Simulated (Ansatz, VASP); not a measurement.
## Two plane-wave programs on CdF2

```xyz
3
Lattice="0.0000 2.6940 2.6940 2.6940 0.0000 2.6940 2.6940 2.6940 0.0000" Properties=species:S:1:pos:R:3 pbc="T T T"
Cd    0.0000    0.0625    0.0000
F     1.3470    1.3470    1.3470
F     4.0410    4.0410    4.0410
```

Change from the starting cell: all Cd atoms moved +0.062 Å, as atom 1 along Cartesian [0 1 0].

Alike in both runs: task single point; functional PBE; k mesh 8 × 8 × 8; occupations gaussian, width 0.05 eV; no spin polarisation.

|  | VASP | Ansatz |
| --- | --- | --- |
| version | VASP 6.6.1 | Ansatz 0.2.0 |
| potentials or method | VASP PAW PBE potentials, release 64 (Cd, F), cutoff 520 eV | scalar-relativistic, plane waves, PAW |
| valence electrons in the cell | 26 | 34 |

Ansatz gave:

- gap on the k mesh at the Fermi level (eV): 3.10
- least direct gap on the mesh (eV): 3.60
- pressure (GPa): 5.7
- traceless stress, the component that is largest in VASP (GPa): -0.11
- rms of the force components (eV/Å): 0.136

Question: Which values does VASP return?

Answer: gap on the k mesh at the Fermi level (eV): 3.07; least direct gap on the mesh (eV): 3.57; pressure (GPa): 6.4; traceless stress, the component that is largest in VASP (GPa): -0.13; rms of the force components (eV/Å): 0.150.

Atom by atom the forces differ by 0.015 eV/Å (rms over components). The functional is the same, so the differences come from potentials, cutoffs and numerics. VASP's potentials hold 26 valence electrons a cell and Ansatz's 34, so a difference there can come from the potentials and not from the codes.
